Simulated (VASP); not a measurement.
Runs of VASP 6.6.1 on GaN. The structure is that of space group F-43m (No. 216), or close to it. The cells are those of the table. 

| task | level | spin | cell | k mesh | cutoff (eV) | smearing | gap on the mesh (eV) | pressure (GPa) |
| --- | --- | --- | --- | --- | --- | --- | --- | --- |
| relaxation of cell and atoms | r2SCAN | off | relaxed from a = 3.216 Å, angles 60.0°, 2 atoms | 8 × 8 × 8 | 600 | fermi-dirac 0.02 eV | (a) | 0.0 |
| single point | PBE | non-collinear, zero start, SOC | a = 3.180 Å, angles 60.0°, 2 atoms | 10 × 10 × 10 | 520 | gaussian 0.01 eV | - | 6.2 |
| single point | PBE | off | a = 3.180 Å, angles 60.0°, 2 atoms | 6 × 6 × 6 | 520 | gaussian 0.01 eV | 1.76 | 6.2 |
| single point | PBE | off | a = 3.180 Å, angles 60.0°, 2 atoms | 10 × 10 × 10 | 520 | fermi-dirac 0.02 eV | 1.76 | (b) |
| single point | r2SCAN | off | a = 3.180 Å, angles 60.0°, 2 atoms | 8 × 8 × 8 | 520 | fermi-dirac 0.02 eV | 2.16 | 1.1 |
| single point | r2SCAN | off | a = 3.180 Å, angles 60.0°, 2 atoms | 10 × 10 × 10 | 520 | gaussian 0.01 eV | 2.16 | 1.1 |
| single point | HSE06 | off | a = 3.180 Å, angles 60.0°, 2 atoms | 6 × 6 × 6 | 520 | gaussian 0.01 eV | 3.02 | -0.1 |
| dielectric tensor | r2SCAN | off | a = 3.180 Å, angles 60.0°, 2 atoms | 8 × 8 × 8 | 520 | gaussian 0.01 eV | 2.16 | - |
| single point | PBE | off | a = 3.216 Å, angles 60.0°, 2 atoms | 10 × 10 × 10 | 520 | fermi-dirac 0.02 eV | 1.55 | 0.1 |

Fill in the values left out.

(a) 2.12; (b) 6.3.

Caveats: the structure was generated, so it needn't be the stable form of GaN; the PAW data sets were made with another functional, which shifts forces and pressure a little (at least some runs); the cell stands under pressure (at least some runs).

A k mesh can miss the band edges, and rows without SOC leave out spin-orbit coupling on Ga.
